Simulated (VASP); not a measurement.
# TiAl3 (I4/mmm) in VASP: notebook

The runs below take TiAl3 through single point, with PBE.

All numbers are computed with VASP 6.6.1; they aren't measurements. Logs are shortened: lines on timing, memory, paths and dates and some standing lists are left out, and cuts for length are marked.

## Step 1: The cell of the first run

Symmetry: I4/mmm, No. 139, tetragonal system. Conventional cell: a = 3.808 Å, b = 3.808 Å, c = 8.527 Å, α = 90.00°, β = 90.00°, γ = 90.00°. Within 3.6 Å of Ti (site symmetry 4/mmm) lie 12 Al at 2.69 to 2.86 Å. Al (site symmetry 4/mmm) has 4 Ti at 2.69 Å and 8 Al at 2.86 Å within 3.6 Å. Within 3.6 Å of Al (site symmetry -4m2) lie 8 Al at 2.69 to 2.86 Å and 4 Ti at 2.86 Å.

## Step 2: Single point, PBE (volume scaled by 0.97, then relaxed in part)

INCAR reads:

```
PREC = Accurate
ENCUT = 520
EDIFF = 1E-7
ISMEAR = 0
SIGMA = 0.1
LREAL = False
LASPH = True
NELM = 60
ALGO = Fast
ISIF = 2
LWAVE = False
LCHARG = False
GGA = PE
NBANDS = 18
```

KPOINTS reads:

```
Automatic mesh
0
Gamma
  18 18 18
```

POSCAR reads:

```
TiAl3
1.0
   -1.9042032778      1.9042032778      4.2636284804
    1.9042032778     -1.9042032778      4.2636284804
    1.9042032778      1.9042032778     -4.2636284804
Ti Al
1 3
Direct
    0.0000000000      0.0000000000      0.0000000000
    0.5000000000      0.5000000000      0.0000000000
    0.7500000000      0.2500000000      0.5000000000
    0.2500000000      0.7500000000      0.5000000000
```

Potentials or basis: VASP PAW PBE potentials, release 64 (Ti_sv, Al).

Run with:

```
cat potpaw_PBE.64/Ti_sv/POTCAR potpaw_PBE.64/Al/POTCAR > POTCAR
mpirun -np 1 vasp_std > vasp.out
```

OUTCAR:

```text
PREC = Accurate
   ENCUT = 520
   EDIFF = 1E-7
   ISMEAR = 0
   LREAL = False
   LASPH = True
   NELM = 60
   ISIF = 2
   GGA = PE

 ion  position               nearest neighbor table
   1  0.000  0.000  0.000-   2 2.69   2 2.69   2 2.69   2 2.69   4 2.86   3 2.86   4 2.86   4 2.86
                             3 2.86   3 2.86   4 2.86   3 2.86
   2  0.500  0.500  0.000-   1 2.69   1 2.69   1 2.69   1 2.69   4 2.86   3 2.86   4 2.86   3 2.86
                             4 2.86   4 2.86   3 2.86   3 2.86
   3  0.750  0.250  0.500-   4 2.69   4 2.69   4 2.69   4 2.69   2 2.86   1 2.86   2 2.86   1 2.86
                             2 2.86   2 2.86   1 2.86   1 2.86
   4  0.250  0.750  0.500-   3 2.69   3 2.69   3 2.69   3 2.69   2 2.86   1 2.86   2 2.86   2 2.86
                             1 2.86   1 2.86   2 2.86   1 2.86

  LATTYP: Found a body centered tetragonal cell.
 ALAT       =     3.8084065556
 C/A-ratio  =     2.2390616223

  Lattice vectors:

 A1 = (  -1.9042032778,   1.9042032778,   4.2636284804)
 A2 = (   1.9042032778,  -1.9042032778,   4.2636284804)
 A3 = (   1.9042032778,   1.9042032778,  -4.2636284804)

Analysis of symmetry for initial positions (statically):
=====================================================================
 Subroutine PRICEL returns:
 Original cell was already a primitive cell.

 Routine SETGRP: Setting up the symmetry group for a
 body centered tetragonal supercell.

 Subroutine GETGRP returns: Found 16 space group operations
 (whereof 16 operations were pure point group operations)
 out of a pool of 16 trial point group operations.

The static configuration has the point symmetry D_4h.

Analysis of symmetry for dynamics (positions and initial velocities):
=====================================================================
 Subroutine PRICEL returns:
 Original cell was already a primitive cell.

 Routine SETGRP: Setting up the symmetry group for a
 body centered tetragonal supercell.

 Subroutine GETGRP returns: Found 16 space group operations
 (whereof 16 operations were pure point group operations)
 out of a pool of 16 trial point group operations.

The dynamic configuration has the point symmetry D_4h.

 Subroutine INISYM returns: Found 16 space group operations
 (whereof 16 operations are pure point group operations),
 and found     1 'primitive' translations

----------------------------------------------------------------------------------------

                                     Primitive cell

[... 92 lines left out ...]
   ENCUT  =  520.0 eV  38.22 Ry    6.18 a.u.   9.38  9.38  9.38*2*pi/ulx,y,z
   NELM   =     60;   NELMIN=  2; NELMDL= -5     # of ELM steps
   EDIFF  = 0.1E-06   stopping-criterion for ELM
   LREAL  =      F    real-space projection
   EDIFFG = 0.1E-05   stopping-criterion for IOM
   NSW    =      0    number of steps for IOM
   IBRION =     -1    ionic relax: 0-MD 1-quasi-New 2-CG
   NFREE  =      0    steps in history (QN), initial steepest desc. (CG)
   ISIF   =      2    stress and relaxation
   ISYM   =      2    0-nonsym 1-usesym 2-fastsym
   POTIM  = 0.5000    time-step for ionic-motion
   TEBEG  =    0.0;   TEEND  =   0.0 temperature during run
   PSTRESS=    0.0 pullay stress
   NELECT =      21.0000    total number of electrons
   NUPDOWN=      -1.0000    fix difference up-down
   EMIN   =  10.00;   EMAX   =-10.00  energy-range for DOS
   EFERMI =   0.00;   METHOD = LEGACY
   ISMEAR =     0;   SIGMA  =   0.10  broadening in eV -4-tet -1-fermi 0-gaus
   EFERMI_NEDOS =   21; number of points for ismear=-14 and -15
   IALGO  =     68    algorithm
   IMIX   =      4    mixing-type and parameters
     AMIX     =   0.40;   BMIX     =  1.00
     AMIX_MAG =   1.60;   BMIX_MAG =  1.00
  volume/ion in A,a.u.               =      15.46       104.33
  Fermi-wavevector in a.u.,A,eV,Ry     =   1.142157  2.158364 17.749119  1.304523
  Thomas-Fermi vector in A             =   2.278856
   LORBIT       =      0    0 simple, 1 ext, 2 COOP (PROOUT), +10 PAW based schemes
   GGA     = PE    functional components
   LHFCALC =     F    Hartree Fock is set to
   AEXX    =    0.0000 exact exchange contribution
   IVDW    =     0    specifies the selected vdW correction
   LEPSILON=     F    determine dielectric tensor
   LRPA    =     F    only Hartree local field effects (RPA)
 non-spin polarized calculation
 RMM-DIIS sequential band-by-band and
 Gauss-broadening in eV      SIGMA  =   0.10
  energy-cutoff  :      520.00
  volume of cell :       61.84
 maximum number of plane-waves:      1679
 NGX is ok and might be reduce to    40
   NGX = 19   NGY = 19   NGZ = 19

 number of electron      20.9999999 magnetization

 Free energy of the ion-electron system (eV)
  ---------------------------------------------------
  ext. energy  EPLUGINS =         0.00000000
  ---------------------------------------------------
  free energy    TOTEN  =       -20.64576137 eV

  energy without entropy =      -20.63740402  energy(sigma->0) =      -20.64158270

 E-fermi :   8.4799     XC(G=0): -10.8395

 val. band max:        8.4763661624   @ k =  -0.1667  -0.2222   0.0556
 cond. band min:       8.4801476307   @ k =  -0.3333  -0.3333   0.2778
 fundamental gap:      0.0037814683
 Fermi energy:         8.4799344761

 k-point     1 :       0.0000    0.0000    0.0000
  band No.  band energies     occupation
      1     -47.9355      2.00000
      2     -24.2555      2.00000
      3     -24.2555      2.00000
      4     -24.1767      2.00000
      5      -1.7097      2.00000
      6       5.6081      2.00000
[... 481 lines left out ...]
      5      -1.1045      2.00000
      6       4.6154      2.00000
[... 10 lines left out ...]
     17      12.8370      0.00000
     18      13.9956      0.00000

 [... further k-points ...]
[... 5 lines left out ...]
  --------------------------------------------------------------------------------------
  -------------------------------------------------------------------------------------
  Total        1.2968052      1.2968052      1.3280214      0.0000000      0.0000000      0.0000000
  in kB       33.5984581     33.5984581     34.4072277      0.0000000      0.0000000      0.0000000
  external PRESSURE =      33.8680480 kB  Pullay stress =       0.0000000 kB

 VOLUME and BASIS-vectors are now :
 -----------------------------------------------------------------------------
  energy-cutoff  :      520.00
  volume of cell :       61.84
      direct lattice vectors                 reciprocal lattice vectors
    -1.904203278  1.904203278  4.263628480     0.000000000  0.262577008  0.117271006
     1.904203278 -1.904203278  4.263628480     0.262577008  0.000000000  0.117271006
     1.904203278  1.904203278 -4.263628480     0.262577008  0.262577008  0.000000000

 POSITION                                       TOTAL-FORCE (eV/Angst)
 -----------------------------------------------------------------------------------
      0.00000      0.00000      0.00000         0.000000     -0.000000     -0.000000
      0.00000      0.00000      4.26363         0.000000     -0.000000     -0.000000
     -0.00000      1.90420      2.13181        -0.000000      0.000000      0.000000
      1.90420     -0.00000      2.13181         0.000000     -0.000000     -0.000000
 -----------------------------------------------------------------------------------
    total drift:                               -0.000000     -0.000000     -0.000000

  FREE ENERGIE OF THE ION-ELECTRON SYSTEM (eV)
  ---------------------------------------------------
  free  energy   TOTEN  =       -20.6457613746 eV

  energy  without entropy=      -20.6374040165  energy(sigma->0) =      -20.64158270
```

OSZICAR:

```text
N       E                     dE             d eps       ncg     rms          rms(c)
DAV:   1     0.122397921770E+03    0.12240E+03   -0.92072E+03 17280   0.108E+03
DAV:   2    -0.138994290862E+02   -0.13630E+03   -0.13273E+03 17546   0.285E+02
DAV:   3    -0.223953796785E+02   -0.84960E+01   -0.83393E+01 27366   0.662E+01
[... 34 lines left out ...]
RMM:  38    -0.206457610349E+02   -0.11122E-06   -0.13264E-06 15369   0.236E-03    0.181E-04
RMM:  39    -0.206457611422E+02   -0.10733E-06   -0.13598E-06 15949   0.227E-03    0.145E-04
RMM:  40    -0.206457612256E+02   -0.83370E-07   -0.10139E-06 14956   0.217E-03    0.235E-04
RMM:  41    -0.206457613112E+02   -0.85693E-07   -0.10600E-06 14827   0.213E-03    0.369E-04
RMM:  42    -0.206457613746E+02   -0.63396E-07   -0.78347E-07 13561   0.201E-03
   1 F= -.20645761E+02 E0= -.20641583E+02  d E =-.835736E-02
```

Wall time 30 min (1 thread of AMD EPYC 9R45 (Zen 5), shared host); peak memory 0.6 GiB.

What came out:

```
Free energy : -20.6458 eV
Pressure    : 3.4 GPa
```

Levels at points of the mesh, in eV from the Fermi level:
| k point | band 8 | band 9 | band 10 | band 11 | band 12 | band 13 | band 14 | band 15 |
| --- | --- | --- | --- | --- | --- | --- | --- | --- |
| (0.00, 0.00, 0.00) | -1.43 | -1.25 | -1.25 | 0.84 | 1.77 | 1.77 | 2.24 | 2.54 |
| (0.50, 0.00, 0.00) | -2.96 | -1.07 | -0.27 | 0.51 | 1.85 | 2.10 | 2.77 | 3.19 |
| (0.50, 0.50, 0.00) | -3.81 | -2.73 | -2.21 | -1.00 | 1.81 | 1.99 | 2.72 | 2.88 |
| (0.50, 0.50, 0.50) | -0.93 | -0.93 | -0.24 | 0.71 | 0.71 | 0.97 | 3.10 | 4.87 |

Caveat: the cell differs from its parent crystal (volume scaled by 0.97, then relaxed in part).

## Step 3: Single point, PBE

This run uses another cell than the first one, of 15.94 Å³/atom, 1.031 times its volume.

INCAR reads:

```
SYSTEM = TiAl3
  PREC = Accurate
  ENCUT = 520
  EDIFF = 1E-6
  ISMEAR = 0
  SIGMA = 0.1
  LREAL = .FALSE.
  LASPH = .TRUE.
  NELM = 80
  ALGO = Fast
  ISIF = 2
  LWAVE = .FALSE.
  LCHARG = .FALSE.
  GGA = PE
  NBANDS = 18
```

KPOINTS reads:

```
regular mesh
0
G
  18 18 18
  0 0 0
```

POSCAR reads:

```
TiAl3
1.0
   -1.9227338852      1.9227338852      4.3111772302
    1.9227338852     -1.9227338852      4.3111772302
    1.9227338852      1.9227338852     -4.3111772302
Ti Al
1 3
Direct
    0.0000000000      0.0000000000      0.0000000000
    0.5000000000      0.5000000000      0.0000000000
    0.7500000000      0.2500000000      0.5000000000
    0.2500000000      0.7500000000      0.5000000000
```

Potentials or basis: VASP PAW PBE potentials, release 64 (Ti_sv, Al).

Run with:

```
cat potpaw_PBE.64/Ti_sv/POTCAR potpaw_PBE.64/Al/POTCAR > POTCAR
mpirun -np 1 vasp_std > vasp.out
```

Run time: 22 min. Hardware: 1 thread of AMD EPYC 9R45 (Zen 5), shared host; peak memory 0.62 GiB.

The run converged. Its results:

| Property | Result |
| --- | --- |
| Free energy | -20.6655 eV |
| Pressure | -0.1 GPa |

Levels at points of the mesh, in eV from the Fermi level:
```tsv
k point	band 7	band 8	band 9	band 10	band 11	band 12	band 13	band 14	band 15	band 16
(0.00, 0.00, 0.00)	-2.62	-1.37	-1.21	-1.21	0.82	1.71	1.71	2.24	2.35	3.71
(0.50, 0.00, 0.00)	-3.58	-2.97	-1.05	-0.25	0.50	1.78	2.06	2.67	3.14	4.41
(0.50, 0.50, 0.00)	-4.36	-3.73	-2.70	-2.20	-0.97	1.73	1.91	2.66	2.78	3.12
(0.50, 0.50, 0.50)	-1.97	-0.93	-0.93	-0.23	0.70	0.70	0.93	3.04	4.61	6.06
```

## Step 4: Single point, PBE

This run uses another cell than the first one, of 15.94 Å³/atom, 1.031 times its volume.

INCAR reads:

```
ALGO = Fast
EDIFF = 1E-7
ENCUT = 520
GGA = PE
ISIF = 2
ISMEAR = 0
LASPH = T
LCHARG = F
LREAL = F
LWAVE = F
NBANDS = 18
NELM = 60
PREC = Accurate
SIGMA = 0.1
```

KPOINTS reads:

```
k-points
0
Gamma
  18 18 18
```

POSCAR is that of step 3.

Run with:

```
cat potpaw_PBE.64/Ti_sv/POTCAR potpaw_PBE.64/Al/POTCAR > POTCAR
mpirun -np 1 vasp_std > vasp.out
```

It took 30 min on 1 thread of AMD EPYC 9R45 (Zen 5), shared host; peak memory 0.62 GiB.

The run converged. Its results:

* Free energy: -20.6655 eV
* Pressure: 0.0 GPa

Levels at points of the mesh, in eV from the Fermi level:
| k point | band 9 | band 10 | band 11 | band 12 | band 13 | band 14 |
| --- | --- | --- | --- | --- | --- | --- |
| (0.00, 0.00, 0.00) | -1.21 | -1.21 | 0.82 | 1.71 | 1.71 | 2.24 |
| (0.50, 0.00, 0.00) | -1.05 | -0.25 | 0.50 | 1.78 | 2.06 | 2.67 |
| (0.50, 0.50, 0.00) | -2.70 | -2.20 | -0.97 | 1.74 | 1.92 | 2.66 |
| (0.50, 0.50, 0.50) | -0.93 | -0.23 | 0.70 | 0.70 | 0.93 | 3.04 |

## Step 5: The runs side by side

```csv
cell,further INCAR settings,gap on the mesh (eV),pressure (GPa)
"a = 5.043 Å, angles 135.6, 135.6, 64.6°, 4 atoms",ALGO = Fast; EDIFF = 1e-07; NBANDS = 18,none,3.4
"a = 5.097 Å, angles 135.7, 135.7, 64.5°, 4 atoms",ALGO = Fast; EDIFF = 1e-06; NBANDS = 18,none,-0.1
"a = 5.097 Å, angles 135.7, 135.7, 64.5°, 4 atoms",ALGO = Fast; EDIFF = 1e-07; NBANDS = 18,none,0.0
```

Alike in all rows: task single point; level PBE; potentials or basis VASP PAW PBE potentials, release 64 (Ti_sv, Al); no spin polarisation; k mesh 18 × 18 × 18; cutoff (eV) 520; smearing gaussian 0.1 eV.

Total energies depend on the potentials used, so only differences within one code and one set of settings carry meaning.
